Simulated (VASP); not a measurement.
Set up this calculation in VASP 6.6.1, as the native input.

| Item | Value |
| --- | --- |
| Task | single point |
| Functional | PBE |
| Potentials or basis | VASP PAW PBE potentials, release 64 (Si, Ni) |
| Cutoff | 520 eV |
| k mesh | 12 × 12 × 8 |
| Occupations | gaussian, width 0.1 eV |
| Spin | no spin polarisation |
| Dipole correction | no |
| Further INCAR settings | ALGO = Fast; EDIFF = 1e-07; NBANDS = 33 |

The structure of SiNi2 lies in POSCAR:

```
SiNi2
1.0
    3.8799781316      0.0000000000      0.0000000000
   -1.9399890658      3.3601596281      0.0000000000
    0.0000000000      0.0000000000      5.1911102914
Si Ni
2 4
Direct
    0.3333333331      0.6666666669      0.7500000000
    0.6666666669      0.3333333331      0.2500000000
    0.0000000000      0.0000000000      0.0000000000
    0.0000000000      0.0000000000      0.5000000000
    0.3333333338      0.6666666662      0.2500000000
    0.6666666662      0.3333333338      0.7500000000
```

This cell differs from its parent crystal: uniaxial strain along c: +4.0 %, then relaxed in part.

The input as run:

INCAR

```
PREC = Accurate
ENCUT = 520
EDIFF = 1E-7
ISMEAR = 0
SIGMA = 0.1
LREAL = F
LASPH = T
NELM = 100
ALGO = Fast
ISIF = 2
LWAVE = F
LCHARG = T
GGA = PE
LELF = T
LVHAR = T
NBANDS = 33
```

KPOINTS

```
regular mesh
0
Gamma
  12 12 8
```

Potentials or basis: VASP PAW PBE potentials, release 64 (Si, Ni).

Command:

```bash
$ cat potpaw_PBE.64/Si/POTCAR potpaw_PBE.64/Ni/POTCAR > POTCAR
$ mpirun -np 1 vasp_std > vasp.out
```

It gave:

* Pressure: -2.9 GPa
* Band gap on the k mesh: zero (bands 24 and 25 overlap by 3.52 eV)

Caveat: the cell differs from its parent crystal (uniaxial strain along c: +4.0 %, then relaxed in part).

Wall time 8.4 min on 1 thread of Intel Xeon 8259CL, on a shared host, peak memory 0.3 GiB.
